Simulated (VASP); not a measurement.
# AlRu (Pm-3m) in VASP: vibrations by perturbation theory with LDA

Aim: the vibrations by perturbation theory of AlRu with LDA.

Program: VASP 6.6.1. These are calculated values, not measurements. Logs are shortened: lines on timing, memory, paths and dates and some standing lists are left out, and cuts for length are marked.

## 1. The cell of the first run

The structure is cubic, space group Pm-3m (No. 221). Conventional cell: a = 2.992 Å, b = 2.992 Å, c = 2.992 Å, α = 90.00°, β = 90.00°, γ = 90.00°. Within 3.4 Å of Al (site symmetry m-3m) lie 8 Ru at 2.59 Å and 6 Al at 2.99 Å. Within 3.4 Å of Ru (site symmetry m-3m) lie 8 Al at 2.59 Å and 6 Ru at 2.99 Å.

## 2. Vibrations by perturbation theory, LDA

INCAR

```
SYSTEM = AlRu
ALGO     = Normal         ! electronic algorithm
EDIFF    = 1E-8           ! SCF threshold, eV
ENCUT    = 520            ! plane-wave cutoff, eV
IBRION   = 8              ! ionic algorithm
ISIF     = 2              ! what is computed and relaxed
ISMEAR   = 0              ! smearing method
LASPH    = .TRUE.         ! aspherical terms in the spheres
LCHARG   = .FALSE.        ! write CHGCAR
LREAL    = .FALSE.        ! projectors in reciprocal space
LWAVE    = .FALSE.        ! write WAVECAR
NELM     = 100            ! most SCF steps
NSW      = 1              ! ionic steps
PREC     = Accurate       ! precision mode
SIGMA    = 0.1            ! smearing width, eV
```

KPOINTS

```
k-points
0
G
  10 10 10
  0 0 0
```

POSCAR

```
AlRu
1.0
    2.9916000000      0.0000000000      0.0000000000
    0.0000000000      2.9916000000      0.0000000000
    0.0000000000      0.0000000000      2.9916000000
Al Ru
1 1
Direct
    0.0000000000      0.0000000000      0.0000000000
    0.5000000000      0.5000000000      0.5000000000
```

Potentials or basis: VASP PAW LDA potentials, release 64 (Al, Ru_pv).

Started as:

```
cat potpaw_LDA.64/Al/POTCAR potpaw_LDA.64/Ru_pv/POTCAR > POTCAR
mpirun -np 1 vasp_std > vasp.out
```

OUTCAR:

```text
SYSTEM = AlRu
   EDIFF = 1E-8
   ENCUT = 520
   IBRION = 8
   ISIF = 2
   ISMEAR = 0
   LASPH = .TRUE.
   LREAL = .FALSE.
   NELM = 100
   NSW = 1
   PREC = Accurate

 ion  position               nearest neighbor table
   1  0.000  0.000  0.000-   2 2.59   2 2.59   2 2.59   2 2.59   2 2.59   2 2.59   2 2.59   2 2.59

   2  0.500  0.500  0.500-   1 2.59   1 2.59   1 2.59   1 2.59   1 2.59   1 2.59   1 2.59   1 2.59

  LATTYP: Found a simple cubic cell.
 ALAT       =     2.9916000000

  Lattice vectors:

 A1 = (   2.9916000000,   0.0000000000,   0.0000000000)
 A2 = (   0.0000000000,   2.9916000000,   0.0000000000)
 A3 = (   0.0000000000,   0.0000000000,   2.9916000000)

Analysis of symmetry for initial positions (statically):
=====================================================================
 Subroutine PRICEL returns:
 Original cell was already a primitive cell.

 Routine SETGRP: Setting up the symmetry group for a
 simple cubic supercell.

 Subroutine GETGRP returns: Found 48 space group operations
 (whereof 48 operations were pure point group operations)
 out of a pool of 48 trial point group operations.

The static configuration has the point symmetry O_h .

Analysis of symmetry for dynamics (positions and initial velocities):
=====================================================================
 Subroutine PRICEL returns:
 Original cell was already a primitive cell.

 Routine SETGRP: Setting up the symmetry group for a
 simple cubic supercell.

 Subroutine GETGRP returns: Found 48 space group operations
 (whereof 48 operations were pure point group operations)
 out of a pool of 48 trial point group operations.

The dynamic configuration has the point symmetry O_h .

 Subroutine INISYM returns: Found 48 space group operations
 (whereof 48 operations are pure point group operations),
 and found     1 'primitive' translations

----------------------------------------------------------------------------------------

                                     Primitive cell

  volume of cell :      26.7738

  direct lattice vectors                    reciprocal lattice vectors
     2.991600000  0.000000000  0.000000000     0.334269287  0.000000000  0.000000000
     0.000000000  2.991600000  0.000000000     0.000000000  0.334269287  0.000000000
     0.000000000  0.000000000  2.991600000     0.000000000  0.000000000  0.334269287

  length of vectors
     2.991600000  2.991600000  2.991600000     0.334269287  0.334269287  0.334269287

  position of ions in fractional coordinates (direct lattice)
     0.000000000  0.000000000  0.000000000
     0.500000000  0.500000000  0.500000000

  ion indices of the primitive-cell ions
   primitive index   ion index
                 1           1
                 2           2

----------------------------------------------------------------------------------------

 KPOINTS: k-points

Automatic generation of k-mesh.
 Grid dimensions read from file:
 generate k-points for:   10   10   10

 Generating k-lattice:

  Cartesian coordinates                     Fractional coordinates (reciprocal lattice)
     0.033426929  0.000000000  0.000000000     0.100000000  0.000000000  0.000000000
     0.000000000  0.033426929  0.000000000     0.000000000  0.100000000  0.000000000
     0.000000000  0.000000000  0.033426929     0.000000000  0.000000000  0.100000000

  Length of vectors
     0.033426929  0.033426929  0.033426929

  Shift w.r.t. Gamma in fractional coordinates (k-lattice)
     0.000000000  0.000000000  0.000000000

 Subroutine IBZKPT returns following result:
 ===========================================

 Found     56 irreducible k-points:

 Following reciprocal coordinates:
            Coordinates               Weight
  0.000000  0.000000  0.000000      1.000000
  0.100000  0.000000  0.000000      6.000000
  0.200000  0.000000  0.000000      6.000000
  0.300000  0.000000  0.000000      6.000000
  0.400000  0.000000  0.000000      6.000000
  0.500000  0.000000  0.000000      3.000000
[... 16 lines left out ...]
  0.200000  0.100000  0.100000     24.000000
  0.300000  0.100000  0.100000     24.000000
 [... further k-points ...]
[... 19 lines left out ...]
   LREAL  =      F    real-space projection
   EDIFFG = 0.1E-06   stopping-criterion for IOM
   NSW    =      1    number of steps for IOM
   IBRION =      8    ionic relax: 0-MD 1-quasi-New 2-CG
   NFREE  =      0    steps in history (QN), initial steepest desc. (CG)
   ISIF   =      2    stress and relaxation
   ISYM   =      2    0-nonsym 1-usesym 2-fastsym
   POTIM  = 0.5000    time-step for ionic-motion
   TEBEG  =    0.0;   TEEND  =   0.0 temperature during run
   PSTRESS=    0.0 pullay stress
   NELECT =      17.0000    total number of electrons
   NUPDOWN=      -1.0000    fix difference up-down
   EMIN   =  10.00;   EMAX   =-10.00  energy-range for DOS
   EFERMI =   0.00;   METHOD = LEGACY
   ISMEAR =     0;   SIGMA  =   0.10  broadening in eV -4-tet -1-fermi 0-gaus
   EFERMI_NEDOS =   21; number of points for ismear=-14 and -15
   IALGO  =     38    algorithm
   IMIX   =      4    mixing-type and parameters
     AMIX     =   0.40;   BMIX     =  1.00
     AMIX_MAG =   1.60;   BMIX_MAG =  1.00
  volume/ion in A,a.u.               =      13.39        90.34
  Fermi-wavevector in a.u.,A,eV,Ry     =   1.407087  2.659009 26.938090  1.979894
  Thomas-Fermi vector in A             =   2.529382
   LORBIT       =      0    0 simple, 1 ext, 2 COOP (PROOUT), +10 PAW based schemes
   GGA     = CA    functional components
   LHFCALC =     F    Hartree Fock is set to
   AEXX    =    0.0000 exact exchange contribution
   IVDW    =     0    specifies the selected vdW correction
   LEPSILON=     F    determine dielectric tensor
   LRPA    =     F    only Hartree local field effects (RPA)
 non-spin polarized calculation
 Gauss-broadening in eV      SIGMA  =   0.10
  energy-cutoff  :      520.00
  volume of cell :       26.77
 maximum number of plane-waves:       739
 NGX is ok and might be reduce to    24
   NGX = 11   NGY = 11   NGZ = 11

--------------------------------------- Ionic step        1  -------------------------------------------

 number of electron      16.9999995 magnetization

 Free energy of the ion-electron system (eV)
  ---------------------------------------------------
  ext. energy  EPLUGINS =         0.00000000
  ---------------------------------------------------
  free energy    TOTEN  =       -16.16570958 eV

  energy without entropy =      -16.15653903  energy(sigma->0) =      -16.16112431

 E-fermi :  10.5291     XC(G=0): -12.7933

 val. band max:       10.5193998756   @ k =   0.4000   0.1000   0.1000
 cond. band min:      10.5508720148   @ k =   0.5000   0.1000   0.1000
 fundamental gap:      0.0314721392
 Fermi energy:        10.5290753754

 k-point     1 :       0.0000    0.0000    0.0000
  band No.  band energies     occupation
      1     -31.0680      2.00000
      2     -31.0680      2.00000
      3     -31.0680      2.00000
      4       0.8553      2.00000
      5       6.9106      2.00000
      6       6.9106      2.00000
      7      10.6926      0.02075
      8      10.6926      0.02075
      9      10.6926      0.02075
     10      16.5393      0.00000
     11      16.5393      0.00000
     12      16.5393      0.00000
[... 331 lines left out ...]
 k-point    24 :       0.3000    0.1000    0.1000
  band No.  band energies     occupation
      1     -31.2036      2.00000
      2     -31.0749      2.00000
      3     -31.0737      2.00000
      4       2.7992      2.00000
      5       6.9890      2.00000
      6       7.5364      2.00000
      7       9.1378      2.00000
      8       9.3780      2.00000
      9      10.4383      1.80061
     10      13.5233      0.00000
     11      17.9445      0.00000
     12      18.2931      0.00000

 [... further k-points ...]
[... 5 lines left out ...]
  --------------------------------------------------------------------------------------
  -------------------------------------------------------------------------------------
  Total       -1.2742775     -1.2742775     -1.2742775      0.0000000      0.0000000     -0.0000000
  in kB      -76.2542421    -76.2542421    -76.2542421      0.0000000      0.0000000     -0.0000000
  external PRESSURE =     -76.2542421 kB  Pullay stress =       0.0000000 kB

 VOLUME and BASIS-vectors are now :
 -----------------------------------------------------------------------------
  energy-cutoff  :      520.00
  volume of cell :       26.77
      direct lattice vectors                 reciprocal lattice vectors
     2.991600000  0.000000000  0.000000000     0.334269287  0.000000000  0.000000000
     0.000000000  2.991600000  0.000000000     0.000000000  0.334269287  0.000000000
     0.000000000  0.000000000  2.991600000     0.000000000  0.000000000  0.334269287

 POSITION                                       TOTAL-FORCE (eV/Angst)
 -----------------------------------------------------------------------------------
      0.00000      0.00000      0.00000         0.000000      0.000000      0.000000
      1.49580      1.49580      1.49580         0.000000      0.000000      0.000000
 -----------------------------------------------------------------------------------
    total drift:                                0.000000     -0.000000     -0.000000

  FREE ENERGIE OF THE ION-ELECTRON SYSTEM (eV)
  ---------------------------------------------------
  free  energy   TOTEN  =       -16.1657095800 eV

  energy  without entropy=      -16.1565390325  energy(sigma->0) =      -16.16112431

[... ionic steps 2 to 3 ...]

--------------------------------------- Ionic step        4  -------------------------------------------

------------------------ aborting loop because EDIFF is reached ----------------------------------------

[... ionic steps 5 to 6 ...]

--------------------------------------- Ionic step        7  -------------------------------------------

 Free energy of the ion-electron system (eV)
  ---------------------------------------------------
  ---------------------------------------------------
  free energy    TOTEN  =        -0.64232448 eV

  energy without entropy =       -0.64232449

------------------------ aborting loop because EDIFF is reached ----------------------------------------

 INTERNAL STRAIN TENSOR  FOR ION    2  DIRECTION 1   (eV/Angst):
 -----------------------------------------------------------------------------
     0.05518  0.00000  0.00000
    -0.00000 -0.00594  0.00000
     0.00000  0.00000 -0.00594

 INTERNAL STRAIN TENSOR FOR ION    2 for displacements in x,y,z  (eV/Angst):
          X           Y           Z          XY          YZ          ZX
  --------------------------------------------------------------------------------
  x     0.00000     0.00000     0.00000     0.00000     0.00000     0.00000
  y     0.00000     0.00000     0.00000     0.00000     0.00000     0.00000
  z     0.00000     0.00000     0.00000     0.00000     0.00000     0.00000

 SECOND DERIVATIVES (NOT SYMMETRIZED)
 ------------------------------------
               1X          1Y          1Z          2X          2Y          2Z
  1X    -7.260891    0.000000    0.000000    7.260891   -0.000000   -0.000000
  1Y     0.000000   -7.260891   -0.000000   -0.000000    7.260891    0.000000
  1Z     0.000000    0.000000   -7.260891   -0.000000   -0.000000    7.260891
  2X     7.254431   -0.000000   -0.000000   -7.254431    0.000000    0.000000
  2Y    -0.000000    7.254431   -0.000000    0.000000   -7.254431    0.000000
  2Z    -0.000000   -0.000000    7.254431    0.000000    0.000000   -7.254431

 Eigenvectors and eigenvalues of the dynamical matrix
 ----------------------------------------------------

   1 f  =    9.127594 THz    57.350365 2PiTHz  304.463764 cm-1    37.748679 meV
             X         Y         Z           dx          dy          dz
      0.000000  0.000000  0.000000    -0.888506   -0.000468   -0.000000
      1.495800  1.495800  1.495800     0.458865    0.000242    0.000000
[... 21 lines left out ...]
   6 f/i=    0.001656 THz     0.010407 2PiTHz    0.055248 cm-1     0.006850 meV
             X         Y         Z           dx          dy          dz
      0.000000  0.000000  0.000000    -0.025365   -0.458163   -0.000000
      1.495800  1.495800  1.495800    -0.049114   -0.887148    0.000000

--------------------------------------------------------------------------------------------------------

 ELASTIC MODULI CONTR FROM IONIC RELAXATION (kBar)
 Direction    XX          YY          ZZ          XY          YZ          ZX
 --------------------------------------------------------------------------------
 XX           0.0000      0.0000      0.0000      0.0000      0.0000      0.0000
 YY           0.0000      0.0000      0.0000      0.0000      0.0000      0.0000
 ZZ           0.0000      0.0000      0.0000      0.0000      0.0000      0.0000
 XY           0.0000      0.0000      0.0000      0.0000      0.0000      0.0000
 YZ           0.0000      0.0000      0.0000      0.0000      0.0000      0.0000
 ZX           0.0000      0.0000      0.0000      0.0000      0.0000      0.0000
 --------------------------------------------------------------------------------
```

Run time: 1.9 min. Hardware: 1 thread of Intel Xeon 8259CL, shared host; peak memory 0.23 GiB.

What came out:

* Highest phonon frequency at Γ: 304 cm⁻¹

Phonon frequencies in cm⁻¹ (negative: imaginary):
```tsv
q point	frequencies
(0.000, 0.000, 0.000)	0 0 0 304 304 304
```

Caveat: the cell stands under pressure or tension, which shifts response properties.
